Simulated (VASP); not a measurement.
A run of VASP 6.6.1 is set up as follows.

File INCAR:

```
ALGO     = Normal         # electronic algorithm
EDIFF    = 1E-6           # SCF threshold, eV
ENCUT    = 520            # plane-wave cutoff, eV
ISIF     = 2              # what is computed and relaxed
ISMEAR   = 0              # smearing method
ISPIN    = 2              # spin polarisation
LASPH    = T              # aspherical terms in the spheres
LCHARG   = T              # write CHGCAR
LDAU     = T              # DFT+U
LDAUJ    = 0 0          
LDAUL    = 2 -1           # shell
LDAUPRINT= 1            
LDAUTYPE = 2            
LDAUU    = 8 0            # U, eV
LELF     = T              # ELF
LMAXMIX  = 4              # l up to which the mixer works
LORBIT   = 11             # projections on sites
LREAL    = F              # projectors in reciprocal space
LVHAR    = T            
LWAVE    = F              # write WAVECAR
MAGMOM   = 0.69 0.69 0.37 0.37 # initial moments
NBANDS   = 29             # bands
NELM     = 150            # most SCF steps
NUPDOWN  = 2.0            # fixed moment
PREC     = Accurate       # precision mode
SIGMA    = 0.05           # smearing width, eV
```

The input KPOINTS:

```
k-points
0
Gamma
  7 7 4
```

File POSCAR:

```
CuO
1.0
    2.3446497600     -1.7133998200      0.0000000000
    2.3446497600      1.7133998200      0.0000000000
   -0.8605499100      0.0000000000      5.0594394800
Cu O
2 2
Direct
    0.0032000000      0.4968000000      0.0000000000
    0.4968000000      0.0032000000      0.5000000000
    0.5714000000      0.4056000000      0.2537000000
    0.4056000000      0.5714000000      0.7537000000
```

Potentials or basis: VASP PAW LDA potentials, release 64 (Cu, O).

The run is started by

```sh
$ cat potpaw_LDA.64/Cu/POTCAR potpaw_LDA.64/O/POTCAR > POTCAR
$ mpirun -np 1 vasp_std > vasp.out
```

Estimate the largest force.

0.675 eV/Å.

Predict the pressure.

-13.8 GPa.

Eigenvalues of the final occupation matrices:
| site | spin | trace | eigenvalues |
| --- | --- | --- | --- |
| site 1 d | 1 | 4.96 | 0.97 0.98 0.98 0.99 1.04 |
| site 1 d | 2 | 4.25 | 0.35 0.97 0.98 0.98 0.98 |
| site 2 d | 1 | 4.96 | 0.97 0.98 0.98 0.99 1.04 |
| site 2 d | 2 | 4.25 | 0.35 0.97 0.98 0.98 0.98 |

Caveat: the total moment is fixed, so each spin has its own Fermi level. The state reached can hang on the start; a lower one may exist.
